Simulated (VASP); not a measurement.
# AlRu (CsCl type) (Pm-3m) in VASP: further runs

Runs on AlRu (CsCl type). Level: PBE. Tasks: single point.

Everything below comes from runs of VASP 6.6.1. Logs are shortened: lines on timing, memory, paths and dates and some standing lists are left out, and cuts for length are marked.

## Step 1: The cell of the first run

The structure is cubic, space group Pm-3m (No. 221). Conventional cell: a = 2.789 Å, b = 2.789 Å, c = 2.789 Å, α = 90.00°, β = 90.00°, γ = 90.00°. Ru (site symmetry m-3m) has 8 Al at 2.42 Å and 6 Ru at 2.79 Å within 3.2 Å. Within 3.2 Å of Al (site symmetry m-3m) lie 8 Ru at 2.42 Å and 6 Al at 2.79 Å.

## Step 2: Single point, PBE (volume scaled by 0.8)

File INCAR:

```
SYSTEM = AlRu
PREC = Accurate
ENCUT = 520
EDIFF = 1E-6
ISMEAR = -1
SIGMA = 0.1
LREAL = .False.
LASPH = .True.
NELM = 100
ALGO = Normal
ISIF = 2
LWAVE = .False.
LCHARG = .False.
GGA = PE
NBANDS = 16
```

File KPOINTS:

```
regular mesh
0
Gamma
  13 13 13
  0 0 0
```

File POSCAR:

```
AlRu
1.0
    2.7891262426      0.0000000000      0.0000000000
    0.0000000000      2.7891262426      0.0000000000
    0.0000000000      0.0000000000      2.7891262426
Ru Al
1 1
Direct
    0.0000000000      0.0000000000      0.0000000000
    0.5000000000      0.5000000000      0.5000000000
```

Potentials or basis: VASP PAW PBE potentials, release 64 (Ru_pv, Al).

Command:

```sh
$ cat potpaw_PBE.64/Ru_pv/POTCAR potpaw_PBE.64/Al/POTCAR > POTCAR
$ mpirun -np 1 vasp_std > vasp.out
```

OUTCAR:

```text
SYSTEM = AlRu
   PREC = Accurate
   ENCUT = 520
   EDIFF = 1E-6
   ISMEAR = -1
   LREAL = .False.
   LASPH = .True.
   NELM = 100
   ISIF = 2
   GGA = PE

 ion  position               nearest neighbor table
   1  0.000  0.000  0.000-   2 2.42   2 2.42   2 2.42   2 2.42   2 2.42   2 2.42   2 2.42   2 2.42

   2  0.500  0.500  0.500-   1 2.42   1 2.42   1 2.42   1 2.42   1 2.42   1 2.42   1 2.42   1 2.42

  LATTYP: Found a simple cubic cell.
 ALAT       =     2.7891262426

  Lattice vectors:

 A1 = (   2.7891262426,   0.0000000000,   0.0000000000)
 A2 = (   0.0000000000,   2.7891262426,   0.0000000000)
 A3 = (   0.0000000000,   0.0000000000,   2.7891262426)

Analysis of symmetry for initial positions (statically):
=====================================================================
 Subroutine PRICEL returns:
 Original cell was already a primitive cell.

 Routine SETGRP: Setting up the symmetry group for a
 simple cubic supercell.

 Subroutine GETGRP returns: Found 48 space group operations
 (whereof 48 operations were pure point group operations)
 out of a pool of 48 trial point group operations.

The static configuration has the point symmetry O_h .

Analysis of symmetry for dynamics (positions and initial velocities):
=====================================================================
 Subroutine PRICEL returns:
 Original cell was already a primitive cell.

 Routine SETGRP: Setting up the symmetry group for a
 simple cubic supercell.

 Subroutine GETGRP returns: Found 48 space group operations
 (whereof 48 operations were pure point group operations)
 out of a pool of 48 trial point group operations.

The dynamic configuration has the point symmetry O_h .

 Subroutine INISYM returns: Found 48 space group operations
 (whereof 48 operations are pure point group operations),
 and found     1 'primitive' translations

----------------------------------------------------------------------------------------

                                     Primitive cell

  volume of cell :      21.6972

  direct lattice vectors                    reciprocal lattice vectors
     2.789126243  0.000000000  0.000000000     0.358535223  0.000000000  0.000000000
     0.000000000  2.789126243  0.000000000     0.000000000  0.358535223  0.000000000
     0.000000000  0.000000000  2.789126243     0.000000000  0.000000000  0.358535223

  length of vectors
     2.789126243  2.789126243  2.789126243     0.358535223  0.358535223  0.358535223

  position of ions in fractional coordinates (direct lattice)
     0.000000000  0.000000000  0.000000000
     0.500000000  0.500000000  0.500000000

  ion indices of the primitive-cell ions
   primitive index   ion index
                 1           1
                 2           2

----------------------------------------------------------------------------------------

 KPOINTS: regular mesh

Automatic generation of k-mesh.
 Grid dimensions read from file:
 generate k-points for:   13   13   13

 Generating k-lattice:

  Cartesian coordinates                     Fractional coordinates (reciprocal lattice)
     0.027579633  0.000000000  0.000000000     0.076923077  0.000000000  0.000000000
     0.000000000  0.027579633  0.000000000     0.000000000  0.076923077  0.000000000
     0.000000000  0.000000000  0.027579633     0.000000000  0.000000000  0.076923077

  Length of vectors
     0.027579633  0.027579633  0.027579633

  Shift w.r.t. Gamma in fractional coordinates (k-lattice)
     0.000000000  0.000000000  0.000000000

 Subroutine IBZKPT returns following result:
 ===========================================

 Found     84 irreducible k-points:

 Following reciprocal coordinates:
            Coordinates               Weight
  0.000000  0.000000  0.000000      1.000000
  0.076923  0.000000  0.000000      6.000000
  0.153846  0.000000  0.000000      6.000000
  0.230769  0.000000  0.000000      6.000000
  0.307692  0.000000  0.000000      6.000000
  0.384615  0.000000  0.000000      6.000000
[... 16 lines left out ...]
  0.307692  0.307692  0.000000     12.000000
  0.384615  0.307692  0.000000     24.000000
 [... further k-points ...]
   k-points           NKPTS =     84   k-points in BZ     NKDIM =     84   number of bands    NBANDS=     16
   number of dos      NEDOS =    301   number of ions     NIONS =      2
   total plane-waves  NPLWV =  13824
   dimension x,y,z NGX =    24 NGY =   24 NGZ =   24
   dimension x,y,z NGXF=    48 NGYF=   48 NGZF=   48
   ions per type =               1   1
   NGX,Y,Z   is equivalent  to a cutoff of  14.31, 14.31, 14.31 a.u.
   NGXF,Y,Z  is equivalent  to a cutoff of  28.61, 28.61, 28.61 a.u.
 SYSTEM =  AlRu
   PREC   = accura    normal or accurate (medium, high low for compatibility)
   ISTART =      0    job   : 0-new  1-cont  2-samecut
   ICHARG =      2    charge: 1-file 2-atom 10-const
   ISPIN  =      1    spin polarized calculation?
   LNONCOLLINEAR =      F non collinear calculations
   LSORBIT =      F    spin-orbit coupling
   LASPH  =      T    aspherical Exc in radial PAW
   ENCUT  =  520.0 eV  38.22 Ry    6.18 a.u.   5.19  5.19  5.19*2*pi/ulx,y,z
   NELM   =    100;   NELMIN=  2; NELMDL= -5     # of ELM steps
   EDIFF  = 0.1E-05   stopping-criterion for ELM
   LREAL  =      F    real-space projection
   EDIFFG = 0.1E-04   stopping-criterion for IOM
   NSW    =      0    number of steps for IOM
   IBRION =     -1    ionic relax: 0-MD 1-quasi-New 2-CG
   NFREE  =      0    steps in history (QN), initial steepest desc. (CG)
   ISIF   =      2    stress and relaxation
   ISYM   =      2    0-nonsym 1-usesym 2-fastsym
   POTIM  = 0.5000    time-step for ionic-motion
   TEBEG  =    0.0;   TEEND  =   0.0 temperature during run
   PSTRESS=    0.0 pullay stress
   NELECT =      17.0000    total number of electrons
   NUPDOWN=      -1.0000    fix difference up-down
   EMIN   =  10.00;   EMAX   =-10.00  energy-range for DOS
   EFERMI =   0.00;   METHOD = LEGACY
   ISMEAR =    -1;   SIGMA  =   0.10  broadening in eV -4-tet -1-fermi 0-gaus
   EFERMI_NEDOS =   21; number of points for ismear=-14 and -15
   IALGO  =     38    algorithm
   IMIX   =      4    mixing-type and parameters
     AMIX     =   0.40;   BMIX     =  1.00
     AMIX_MAG =   1.60;   BMIX_MAG =  1.00
  volume/ion in A,a.u.               =      10.85        73.21
  Fermi-wavevector in a.u.,A,eV,Ry     =   1.509233  2.852037 30.991137  2.277784
  Thomas-Fermi vector in A             =   2.619582
   LORBIT       =      0    0 simple, 1 ext, 2 COOP (PROOUT), +10 PAW based schemes
   GGA     = PE    functional components
   LHFCALC =     F    Hartree Fock is set to
   AEXX    =    0.0000 exact exchange contribution
   IVDW    =     0    specifies the selected vdW correction
   LEPSILON=     F    determine dielectric tensor
   LRPA    =     F    only Hartree local field effects (RPA)
 non-spin polarized calculation
  energy-cutoff  :      520.00
  volume of cell :       21.70
 maximum number of plane-waves:       603
 NGX is ok and might be reduce to    24
   NGX = 11   NGY = 11   NGZ = 11

 number of electron      16.9999997 magnetization

 Free energy of the ion-electron system (eV)
  ---------------------------------------------------
  ext. energy  EPLUGINS =         0.00000000
  ---------------------------------------------------
  free energy    TOTEN  =       -13.26006967 eV

  energy without entropy =      -13.22456034  energy(sigma->0) =      -13.24231500

 E-fermi :  14.0408     XC(G=0): -13.6841

 val. band max:       14.0355286103   @ k =   0.2308   0.0769   0.0769
 cond. band min:      14.0513392827   @ k =   0.0769   0.0000   0.0000
 fundamental gap:      0.0158106724
 Fermi energy:        14.0408384866

 k-point     1 :       0.0000    0.0000    0.0000
  band No.  band energies     occupation
      1     -27.8423      2.00000
      2     -27.8423      2.00000
      3     -27.8423      2.00000
      4       3.0516      2.00000
      5       9.1005      2.00000
      6       9.1005      2.00000
[... 8 lines left out ...]
     15      26.2613      0.00000
     16      33.4890      0.00000

 k-point     2 :       0.0769    0.0000    0.0000
  band No.  band energies     occupation
      1     -27.8690      2.00000
      2     -27.8401      2.00000
      3     -27.8401      2.00000
      4       3.1897      2.00000
      5       9.1531      2.00000
      6       9.1731      2.00000
[... 8 lines left out ...]
     15      26.7641      0.00000
     16      33.8396      0.00000

 k-point     3 :       0.1538    0.0000    0.0000
  band No.  band energies     occupation
      1     -27.9425      2.00000
      2     -27.8339      2.00000
      3     -27.8339      2.00000
      4       3.5923      2.00000
      5       9.3041      2.00000
      6       9.3521      2.00000
[... 8 lines left out ...]
     15      27.7120      0.00000
     16      34.1304      0.00000

 k-point     4 :       0.2308    0.0000    0.0000
  band No.  band energies     occupation
      1     -28.0450      2.00000
      2     -27.8251      2.00000
      3     -27.8251      2.00000
      4       4.2265      2.00000
      5       9.5123      2.00000
      6       9.5303      2.00000
[... 8 lines left out ...]
     15      28.5180      0.00000
     16      33.0555      0.00000
[... 324 lines left out ...]
 k-point    22 :       0.4615    0.2308    0.0000
  band No.  band energies     occupation
      1     -28.2613      2.00000
      2     -27.9949      2.00000
      3     -27.7857      2.00000
      4       7.3126      2.00000
      5       8.3909      2.00000
      6      10.9511      2.00000
[... 8 lines left out ...]
     15      27.8561      0.00000
     16      29.2489      0.00000

 k-point    23 :       0.3077    0.3077    0.0000
  band No.  band energies     occupation
      1     -28.1201      2.00000
      2     -28.1077      2.00000
      3     -27.7884      2.00000
      4       6.4300      2.00000
      5       9.1816      2.00000
      6      11.0730      2.00000
[... 8 lines left out ...]
     15      29.0802      0.00000
     16      30.5015      0.00000

 k-point    24 :       0.3846    0.3077    0.0000
  band No.  band energies     occupation
      1     -28.1988      2.00000
      2     -28.1025      2.00000
      3     -27.7804      2.00000
      4       6.8358      2.00000
      5       9.0303      2.00000
      6      11.3773      2.00000
[... 8 lines left out ...]
     15      28.1953      0.00000
     16      30.6839      0.00000

 [... further k-points ...]
[... 5 lines left out ...]
  --------------------------------------------------------------------------------------
  -------------------------------------------------------------------------------------
  Total       10.0082208     10.0082208     10.0082208      0.0000000      0.0000000     -0.0000000
  in kB      739.0314891    739.0314891    739.0314891      0.0000000      0.0000000     -0.0000000
  external PRESSURE =     739.0314891 kB  Pullay stress =       0.0000000 kB

 VOLUME and BASIS-vectors are now :
 -----------------------------------------------------------------------------
  energy-cutoff  :      520.00
  volume of cell :       21.70
      direct lattice vectors                 reciprocal lattice vectors
     2.789126243  0.000000000  0.000000000     0.358535223  0.000000000  0.000000000
     0.000000000  2.789126243  0.000000000     0.000000000  0.358535223  0.000000000
     0.000000000  0.000000000  2.789126243     0.000000000  0.000000000  0.358535223

 POSITION                                       TOTAL-FORCE (eV/Angst)
 -----------------------------------------------------------------------------------
      0.00000      0.00000      0.00000         0.000000      0.000000      0.000000
      1.39456      1.39456      1.39456         0.000000      0.000000      0.000000
 -----------------------------------------------------------------------------------
    total drift:                                0.000000      0.000000      0.000000

  FREE ENERGIE OF THE ION-ELECTRON SYSTEM (eV)
  ---------------------------------------------------
  free  energy   TOTEN  =       -13.2600696667 eV

  energy  without entropy=      -13.2245603387  energy(sigma->0) =      -13.24231500
```

Wall time 11 s (1 thread of Intel Xeon 6975P-C (Granite Rapids), shared host); peak memory 0.15 GiB.

What came out:

```yaml
Free_energy: -13.2601 eV
Pressure: 73.9 GPa
```

Levels at points of the mesh, in eV from the Fermi level:
| k point | band 7 | band 8 | band 9 | band 10 | band 11 | band 12 |
| --- | --- | --- | --- | --- | --- | --- |
| (0.00, 0.00, 0.00) | 0.20 | 0.20 | 0.20 | 7.16 | 7.16 | 7.16 |

## Step 3: Single point, PBE (volume scaled by 0.88)

INCAR: that of step 2 with these lines changed.

```diff
@@ -8,3 +8,3 @@
 LASPH = .True.
-NELM = 100
+NELM = 60
 ALGO = Normal
```

File KPOINTS:

```
Automatic mesh
0
Gamma
  13 13 13
  0 0 0
```

File POSCAR:

```
AlRu
1.0
    2.8791595598      0.0000000000      0.0000000000
    0.0000000000      2.8791595598      0.0000000000
    0.0000000000      0.0000000000      2.8791595598
Ru Al
1 1
Direct
    0.0000000000      0.0000000000      0.0000000000
    0.5000000000      0.5000000000      0.5000000000
```

Potentials or basis: VASP PAW PBE potentials, release 64 (Ru_pv, Al).

Command:

```sh
$ cat potpaw_PBE.64/Ru_pv/POTCAR potpaw_PBE.64/Al/POTCAR > POTCAR
$ mpirun -np 1 vasp_std > vasp.out
```

It took 13 s on 1 thread of Intel Xeon 6975P-C (Granite Rapids), shared host; peak memory 0.15 GiB.

It converged, with:

* Free energy: -13.9746 eV
* Pressure: 34.4 GPa

Levels at points of the mesh, in eV from the Fermi level:
```tsv
k point	band 7	band 8	band 9	band 10	band 11	band 12
(0.00, 0.00, 0.00)	0.18	0.18	0.18	6.63	6.63	6.63
```

## Step 4: Single point, PBE (volume scaled by 0.88)

File INCAR:

```
PREC = Accurate ; ENCUT = 520
EDIFF = 1E-6 ; ISMEAR = -1
SIGMA = 0.1 ; LREAL = F
LASPH = T ; NELM = 100
ALGO = Normal ; ISIF = 2
LWAVE = F ; LCHARG = F
GGA = PE ; NBANDS = 16
```

File KPOINTS:

```
Automatic mesh
0
Gamma
  13 13 13
```

POSCAR is that of step 3.

Command:

```sh
$ cat potpaw_PBE.64/Ru_pv/POTCAR potpaw_PBE.64/Al/POTCAR > POTCAR
$ mpirun -np 1 vasp_std > vasp.out
```

It took 12 s on 1 thread of Intel Xeon 6975P-C (Granite Rapids), shared host; peak memory 0.15 GiB.

The run converged. Its results:

```
Free energy : -13.9746 eV
Pressure    : 34.4 GPa
```

Levels at points of the mesh, in eV from the Fermi level:
| k point | band 5 | band 6 | band 7 | band 8 | band 9 | band 10 | band 11 | band 12 | band 13 | band 14 |
| --- | --- | --- | --- | --- | --- | --- | --- | --- | --- | --- |
| (0.00, 0.00, 0.00) | -4.28 | -4.28 | 0.18 | 0.18 | 0.18 | 6.63 | 6.63 | 6.63 | 11.64 | 11.64 |

## Step 5: Single point, PBE (volume scaled by 0.94)

File INCAR:

```
SYSTEM = AlRu
PREC = Accurate ; ENCUT = 520
EDIFF = 1E-6 ; ISMEAR = -1
SIGMA = 0.1 ; LREAL = .False.
LASPH = .True. ; NELM = 80
ALGO = Normal ; ISIF = 2
LWAVE = .False. ; LCHARG = .True.
GGA = PE ; LELF = .True.
LVHAR = .True. ; NBANDS = 16
```

File KPOINTS:

```
regular mesh
0
Gamma
  13 13 13
  0 0 0
```

File POSCAR:

```
AlRu
1.0
    2.9431617283      0.0000000000      0.0000000000
    0.0000000000      2.9431617283      0.0000000000
    0.0000000000      0.0000000000      2.9431617283
Ru Al
1 1
Direct
    0.0000000000      0.0000000000      0.0000000000
    0.5000000000      0.5000000000      0.5000000000
```

Command:

```sh
$ cat potpaw_PBE.64/Ru_pv/POTCAR potpaw_PBE.64/Al/POTCAR > POTCAR
$ mpirun -np 1 vasp_std > vasp.out
```

Run time: 13 s. Hardware: 1 thread of Intel Xeon 6975P-C (Granite Rapids), shared host; peak memory 0.16 GiB.

Results (log left out):

```yaml
Free_energy: -14.2177 eV
Pressure: 14.4 GPa
```

Levels at points of the mesh, in eV from the Fermi level:
```
           k point  band 7  band 8  band 9  band 10  band 11  band 12
(0.00, 0.00, 0.00)    0.16    0.16    0.16     6.29     6.29     6.29
```

## Step 6: Summary

| cell | gap on the mesh (eV) | pressure (GPa) |
| --- | --- | --- |
| a = 2.789 Å, 2 atoms | none | 73.9 |
| a = 2.879 Å, 2 atoms | none | 34.4 |
| a = 2.943 Å, 2 atoms | none | 14.4 |

Alike in all rows: task single point; level PBE; potentials or basis VASP PAW PBE potentials, release 64 (Ru_pv, Al); no spin polarisation; k mesh 13 × 13 × 13; cutoff (eV) 520; smearing fermi-dirac 0.1 eV.

Absolute energies hang on the potentials; compare differences alone.
